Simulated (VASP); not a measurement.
# Al2Cu (sol) (P4/mmm) in VASP: further runs

Runs on Al2Cu (sol). Level: PBEsol. Tasks: single point.

Program: VASP 6.6.1. These are calculated values, not measurements. Logs are shortened: lines on timing, memory, paths and dates and some standing lists are left out, and cuts for length are marked.

## 1. The cell of the first run

It takes space group P4/mmm (No. 123, tetragonal). The conventional cell has a = 4.105 Å, b = 4.105 Å, c = 2.891 Å, α = 90.00°, β = 90.00°, γ = 90.00°. Within 3.3 Å of Al (site symmetry mmm) lie 4 Cu at 2.51 Å and 6 Al at 2.89 to 2.90 Å. Cu (site symmetry 4/mmm) has 8 Al at 2.51 Å and 2 Cu at 2.89 Å within 3.3 Å.

## 2. Single point, PBEsol

INCAR

```
SYSTEM = Al2Cu
  PREC = Accurate
  ENCUT = 520
  EDIFF = 1E-7
  ISMEAR = 0
  SIGMA = 0.1
  LREAL = .FALSE.
  LASPH = .TRUE.
  NELM = 100
  ALGO = Normal
  ISIF = 2
  LWAVE = .FALSE.
  LCHARG = .FALSE.
  GGA = PS
  NBANDS = 16
```

KPOINTS

```
Automatic mesh
0
G
  4 4 6
  0 0 0
```

POSCAR

```
Al2Cu
1.0
    4.1051820000      0.0000000000      0.0000000000
    0.0000000000      4.1051820000      0.0000000000
    0.0000000000      0.0000000000      2.8913130000
Al Cu
2 1
Direct
    0.5000000000      0.0000000000      0.5000000000
    0.0000000000      0.5000000000      0.5000000000
    0.0000000000      0.0000000000      0.0000000000
```

Potentials or basis: VASP PAW PBE potentials, release 64 (Al, Cu).

Started as:

```console
cat potpaw_PBE.64/Al/POTCAR potpaw_PBE.64/Cu/POTCAR > POTCAR
mpirun -np 1 vasp_std > vasp.out
```

OUTCAR:

```text
SYSTEM = Al2Cu
   PREC = Accurate
   ENCUT = 520
   EDIFF = 1E-7
   ISMEAR = 0
   LREAL = .FALSE.
   LASPH = .TRUE.
   NELM = 100
   ISIF = 2
   GGA = PS

 ion  position               nearest neighbor table
   1  0.500  0.000  0.500-   3 2.51   3 2.51   3 2.51   3 2.51   2 2.90   2 2.90   2 2.90   2 2.90

   2  0.000  0.500  0.500-   3 2.51   3 2.51   3 2.51   3 2.51   1 2.90   1 2.90   1 2.90   1 2.90

   3  0.000  0.000  0.000-   1 2.51   2 2.51   1 2.51   2 2.51   2 2.51   2 2.51   1 2.51   1 2.51

  LATTYP: Found a simple tetragonal cell.
 ALAT       =     4.1051820000
 C/A-ratio  =     0.7043081159

  Lattice vectors:

 A1 = (   4.1051820000,   0.0000000000,   0.0000000000)
 A2 = (   0.0000000000,   4.1051820000,   0.0000000000)
 A3 = (   0.0000000000,   0.0000000000,   2.8913130000)

Analysis of symmetry for initial positions (statically):
=====================================================================
 Subroutine PRICEL returns:
 Original cell was already a primitive cell.

 Routine SETGRP: Setting up the symmetry group for a
 simple tetragonal supercell.

 Subroutine GETGRP returns: Found 16 space group operations
 (whereof 16 operations were pure point group operations)
 out of a pool of 16 trial point group operations.

The static configuration has the point symmetry D_4h.

Analysis of symmetry for dynamics (positions and initial velocities):
=====================================================================
 Subroutine PRICEL returns:
 Original cell was already a primitive cell.

 Routine SETGRP: Setting up the symmetry group for a
 simple tetragonal supercell.

 Subroutine GETGRP returns: Found 16 space group operations
 (whereof 16 operations were pure point group operations)
 out of a pool of 16 trial point group operations.

The dynamic configuration has the point symmetry D_4h.

 Subroutine INISYM returns: Found 16 space group operations
 (whereof 16 operations are pure point group operations),
 and found     1 'primitive' translations

----------------------------------------------------------------------------------------

                                     Primitive cell

  volume of cell :      48.7259

  direct lattice vectors                    reciprocal lattice vectors
     4.105182000  0.000000000  0.000000000     0.243594559  0.000000000  0.000000000
     0.000000000  4.105182000  0.000000000     0.000000000  0.243594559  0.000000000
     0.000000000  0.000000000  2.891313000     0.000000000  0.000000000  0.345863627

  length of vectors
     4.105182000  4.105182000  2.891313000     0.243594559  0.243594559  0.345863627

  position of ions in fractional coordinates (direct lattice)
     0.500000000  0.000000000  0.500000000
     0.000000000  0.500000000  0.500000000
     0.000000000  0.000000000  0.000000000

  ion indices of the primitive-cell ions
   primitive index   ion index
                 1           1
                 2           2
                 3           3

----------------------------------------------------------------------------------------

 KPOINTS: Automatic mesh

Automatic generation of k-mesh.
 Grid dimensions read from file:
 generate k-points for:    4    4    6

 Generating k-lattice:

  Cartesian coordinates                     Fractional coordinates (reciprocal lattice)
     0.060898640  0.000000000  0.000000000     0.250000000  0.000000000  0.000000000
     0.000000000  0.060898640  0.000000000     0.000000000  0.250000000  0.000000000
     0.000000000  0.000000000  0.057643938     0.000000000  0.000000000  0.166666667

  Length of vectors
     0.060898640  0.060898640  0.057643938

  Shift w.r.t. Gamma in fractional coordinates (k-lattice)
     0.000000000  0.000000000  0.000000000

 Subroutine IBZKPT returns following result:
 ===========================================

 Found     24 irreducible k-points:

 Following reciprocal coordinates:
            Coordinates               Weight
  0.000000  0.000000  0.000000      1.000000
  0.250000  0.000000  0.000000      4.000000
  0.500000  0.000000  0.000000      2.000000
  0.250000  0.250000  0.000000      4.000000
  0.500000  0.250000  0.000000      4.000000
  0.500000  0.500000  0.000000      1.000000
[... 16 lines left out ...]
  0.500000  0.250000  0.500000      4.000000
  0.500000  0.500000  0.500000      1.000000
   k-points           NKPTS =     24   k-points in BZ     NKDIM =     24   number of bands    NBANDS=     16
   number of dos      NEDOS =    301   number of ions     NIONS =      3
   total plane-waves  NPLWV =  24576
   dimension x,y,z NGX =    32 NGY =   32 NGZ =   24
   dimension x,y,z NGXF=    64 NGYF=   64 NGZF=   48
   ions per type =               2   1
   NGX,Y,Z   is equivalent  to a cutoff of  12.96, 12.96, 13.80 a.u.
   NGXF,Y,Z  is equivalent  to a cutoff of  25.92, 25.92, 27.60 a.u.
 SYSTEM =  Al2Cu
   PREC   = accura    normal or accurate (medium, high low for compatibility)
   ISTART =      0    job   : 0-new  1-cont  2-samecut
   ICHARG =      2    charge: 1-file 2-atom 10-const
   ISPIN  =      1    spin polarized calculation?
   LNONCOLLINEAR =      F non collinear calculations
   LSORBIT =      F    spin-orbit coupling
   LASPH  =      T    aspherical Exc in radial PAW
   ENCUT  =  520.0 eV  38.22 Ry    6.18 a.u.   7.63  7.63  5.38*2*pi/ulx,y,z
   NELM   =    100;   NELMIN=  2; NELMDL= -5     # of ELM steps
   EDIFF  = 0.1E-06   stopping-criterion for ELM
   LREAL  =      F    real-space projection
   EDIFFG = 0.1E-05   stopping-criterion for IOM
   NSW    =      0    number of steps for IOM
   IBRION =     -1    ionic relax: 0-MD 1-quasi-New 2-CG
   NFREE  =      0    steps in history (QN), initial steepest desc. (CG)
   ISIF   =      2    stress and relaxation
   ISYM   =      2    0-nonsym 1-usesym 2-fastsym
   POTIM  = 0.5000    time-step for ionic-motion
   TEBEG  =    0.0;   TEEND  =   0.0 temperature during run
   PSTRESS=    0.0 pullay stress
   NELECT =      17.0000    total number of electrons
   NUPDOWN=      -1.0000    fix difference up-down
   EMIN   =  10.00;   EMAX   =-10.00  energy-range for DOS
   EFERMI =   0.00;   METHOD = LEGACY
   ISMEAR =     0;   SIGMA  =   0.10  broadening in eV -4-tet -1-fermi 0-gaus
   EFERMI_NEDOS =   21; number of points for ismear=-14 and -15
   IALGO  =     38    algorithm
   IMIX   =      4    mixing-type and parameters
     AMIX     =   0.40;   BMIX     =  1.00
     AMIX_MAG =   1.60;   BMIX_MAG =  1.00
  volume/ion in A,a.u.               =      16.24       109.61
  Fermi-wavevector in a.u.,A,eV,Ry     =   1.152492  2.177894 18.071765  1.328237
  Thomas-Fermi vector in A             =   2.289142
   LORBIT       =      0    0 simple, 1 ext, 2 COOP (PROOUT), +10 PAW based schemes
   GGA     = PS    functional components
   LHFCALC =     F    Hartree Fock is set to
   AEXX    =    0.0000 exact exchange contribution
   IVDW    =     0    specifies the selected vdW correction
   LEPSILON=     F    determine dielectric tensor
   LRPA    =     F    only Hartree local field effects (RPA)
 non-spin polarized calculation
 Gauss-broadening in eV      SIGMA  =   0.10
  energy-cutoff  :      520.00
  volume of cell :       48.73
 maximum number of plane-waves:      1339
 NGX is ok and might be reduce to    32
   NGX = 15   NGY = 15   NGZ = 11

 number of electron      16.9999979 magnetization

 Free energy of the ion-electron system (eV)
  ---------------------------------------------------
  ext. energy  EPLUGINS =         0.00000000
  ---------------------------------------------------
  free energy    TOTEN  =       -12.53050136 eV

  energy without entropy =      -12.52885375  energy(sigma->0) =      -12.52967755

 E-fermi :   6.9996     XC(G=0): -10.4859

 val. band max:        6.9729645075   @ k =   0.5000   0.5000   0.5000
 cond. band min:       7.2169022603   @ k =   0.0000   0.0000   0.3333
 fundamental gap:      0.2439377527
 Fermi energy:         6.9996364357

 k-point     1 :       0.0000    0.0000    0.0000
  band No.  band energies     occupation
      1      -3.4624      2.00000
      2       1.6381      2.00000
      3       2.1555      2.00000
      4       2.7949      2.00000
      5       2.9895      2.00000
      6       2.9895      2.00000
[... 8 lines left out ...]
     15      14.1772      0.00000
     16      19.4241      0.00000

 k-point     2 :       0.2500    0.0000    0.0000
  band No.  band energies     occupation
      1      -2.9464      2.00000
      2       1.0490      2.00000
      3       2.0747      2.00000
      4       2.6788      2.00000
      5       2.9733      2.00000
      6       2.9919      2.00000
[... 8 lines left out ...]
     15      17.8688      0.00000
     16      18.0594      0.00000

 k-point     3 :       0.5000    0.0000    0.0000
  band No.  band energies     occupation
      1      -1.9114      2.00000
      2      -0.5563      2.00000
      3       2.0853      2.00000
      4       2.5878      2.00000
      5       2.7284      2.00000
      6       2.9572      2.00000
[... 8 lines left out ...]
     15      16.3089      0.00000
     16      17.9465      0.00000

 k-point     4 :       0.2500    0.2500    0.0000
  band No.  band energies     occupation
      1      -2.4271      2.00000
      2       1.1677      2.00000
      3       1.7070      2.00000
      4       2.4894      2.00000
      5       2.9756      2.00000
      6       2.9770      2.00000
[... 8 lines left out ...]
     15      17.8915      0.00000
     16      18.1549      0.00000

 k-point     5 :       0.5000    0.2500    0.0000
  band No.  band energies     occupation
      1      -1.3632      2.00000
      2      -0.1425      2.00000
      3       1.8873      2.00000
      4       2.3342      2.00000
      5       2.7269      2.00000
      6       2.9608      2.00000
[... 8 lines left out ...]
     15      16.5991      0.00000
     16      18.1522      0.00000

 k-point     6 :       0.5000    0.5000    0.0000
  band No.  band energies     occupation
      1      -0.1010      2.00000
      2       0.6086      2.00000
      3       0.6086      2.00000
      4       1.6767      2.00000
      5       2.6765      2.00000
      6       2.8519      2.00000
[... 8 lines left out ...]
     15      17.1728      0.00000
     16      17.1728      0.00000

 k-point     7 :       0.0000    0.0000    0.1667
  band No.  band energies     occupation
      1      -2.9608      2.00000
      2       1.7958      2.00000
      3       2.3236      2.00000
      4       2.6254      2.00000
      5       2.6254      2.00000
      6       2.8389      2.00000
[... 8 lines left out ...]
     15      16.4818      0.00000
     16      17.1276      0.00000

 k-point     8 :       0.2500    0.0000    0.1667
  band No.  band energies     occupation
      1      -2.4486      2.00000
      2       1.2995      2.00000
      3       2.2419      2.00000
      4       2.6288      2.00000
      5       2.6385      2.00000
      6       2.7655      2.00000
[... 8 lines left out ...]
     15      17.6179      0.00000
     16      18.3292      0.00000

 k-point     9 :       0.5000    0.0000    0.1667
  band No.  band energies     occupation
      1      -1.4053      2.00000
      2      -0.1823      2.00000
      3       2.2348      2.00000
      4       2.6638      2.00000
      5       2.6886      2.00000
      6       2.7816      2.00000
[... 8 lines left out ...]
     15      17.1018      0.00000
     16      18.6607      0.00000
[... 172 lines left out ...]
 k-point    19 :       0.0000    0.0000    0.5000
  band No.  band energies     occupation
      1       0.5294      2.00000
      2       1.0084      2.00000
      3       2.0258      2.00000
      4       2.0258      2.00000
      5       2.2759      2.00000
      6       2.9720      2.00000
[... 8 lines left out ...]
     15      14.3575      0.00000
     16      15.6440      0.00000

 k-point    20 :       0.2500    0.0000    0.5000
  band No.  band energies     occupation
      1       0.8255      2.00000
      2       1.4389      2.00000
      3       2.0309      2.00000
      4       2.0561      2.00000
      5       2.3859      2.00000
      6       2.9303      2.00000
[... 8 lines left out ...]
     15      14.2414      0.00000
     16      15.4488      0.00000

 k-point    21 :       0.5000    0.0000    0.5000
  band No.  band energies     occupation
      1       1.1897      2.00000
      2       1.9092      2.00000
      3       2.0810      2.00000
      4       2.0869      2.00000
      5       2.8901      2.00000
      6       2.9154      2.00000
[... 8 lines left out ...]
     15      13.6266      0.00000
     16      13.6899      0.00000

 k-point    22 :       0.2500    0.2500    0.5000
  band No.  band energies     occupation
      1       1.0571      2.00000
      2       1.7652      2.00000
      3       1.9014      2.00000
      4       2.4564      2.00000
      5       2.4893      2.00000
      6       2.8737      2.00000
[... 8 lines left out ...]
     15      14.8869      0.00000
     16      15.0622      0.00000

 k-point    23 :       0.5000    0.2500    0.5000
  band No.  band energies     occupation
      1       1.3378      2.00000
      2       1.6342      2.00000
      3       2.3367      2.00000
      4       2.7993      2.00000
      5       2.9039      2.00000
      6       2.9379      2.00000
[... 8 lines left out ...]
     15      16.6860      0.00000
     16      16.8958      0.00000

 k-point    24 :       0.5000    0.5000    0.5000
  band No.  band energies     occupation
      1       1.4987      2.00000
      2       1.4987      2.00000
      3       2.7332      2.00000
      4       2.7884      2.00000
      5       3.1389      2.00000
      6       3.5834      2.00000
[... 8 lines left out ...]
     15      20.0425      0.00000
     16      21.2537      0.00000

------------------------ aborting loop because EDIFF is reached ----------------------------------------

  FORCE on cell =-STRESS in cart. coord.  units (eV):
  Direction    XX          YY          ZZ          XY          YZ          ZX
  --------------------------------------------------------------------------------------
  -------------------------------------------------------------------------------------
  Total       -0.9566528     -0.9566528     -0.0767582      0.0000000     -0.0000000      0.0000000
  in kB      -31.4561065    -31.4561065     -2.5239188      0.0000000     -0.0000000      0.0000000
  external PRESSURE =     -21.8120439 kB  Pullay stress =       0.0000000 kB

 VOLUME and BASIS-vectors are now :
 -----------------------------------------------------------------------------
  energy-cutoff  :      520.00
  volume of cell :       48.73
      direct lattice vectors                 reciprocal lattice vectors
     4.105182000  0.000000000  0.000000000     0.243594559  0.000000000  0.000000000
     0.000000000  4.105182000  0.000000000     0.000000000  0.243594559  0.000000000
     0.000000000  0.000000000  2.891313000     0.000000000  0.000000000  0.345863627

 POSITION                                       TOTAL-FORCE (eV/Angst)
 -----------------------------------------------------------------------------------
      2.05259      0.00000      1.44566         0.000000      0.000000      0.000000
      0.00000      2.05259      1.44566         0.000000      0.000000      0.000000
      0.00000      0.00000      0.00000         0.000000      0.000000      0.000000
 -----------------------------------------------------------------------------------
    total drift:                                0.000000     -0.000000      0.000000

  FREE ENERGIE OF THE ION-ELECTRON SYSTEM (eV)
  ---------------------------------------------------
  free  energy   TOTEN  =       -12.5305013562 eV

  energy  without entropy=      -12.5288537532  energy(sigma->0) =      -12.52967755
```

Wall time 32 s (1 thread of Intel Xeon 6975P-C, shared host); peak memory 0.16 GiB.

What came out:

* Free energy: -12.5305 eV
* Pressure: -2.2 GPa

Levels at points of the mesh, in eV from the Fermi level:
| k point | band 7 | band 8 | band 9 | band 10 | band 11 | band 12 |
| --- | --- | --- | --- | --- | --- | --- |
| (0.00, 0.00, 0.00) | -2.30 | -2.30 | -0.04 | 0.93 | 6.00 | 6.22 |
| (0.50, 0.00, 0.00) | -4.01 | -0.99 | 1.62 | 1.80 | 1.97 | 7.39 |
| (0.50, 0.50, 0.00) | -4.04 | -4.04 | -2.38 | 8.60 | 8.60 | 9.31 |
| (0.00, 0.00, 0.50) | -2.97 | 2.57 | 2.59 | 2.59 | 2.80 | 2.80 |
| (0.50, 0.00, 0.50) | -2.99 | -2.44 | -1.65 | 3.72 | 4.03 | 4.41 |
| (0.50, 0.50, 0.50) | -2.20 | -2.20 | -0.84 | -0.83 | -0.03 | -0.03 |

Caveat: the k points lie up to 0.38 Å⁻¹ apart; the PAW data sets were made with another functional, which shifts forces and pressure a little.

(Part 1 of 2 ends here.)
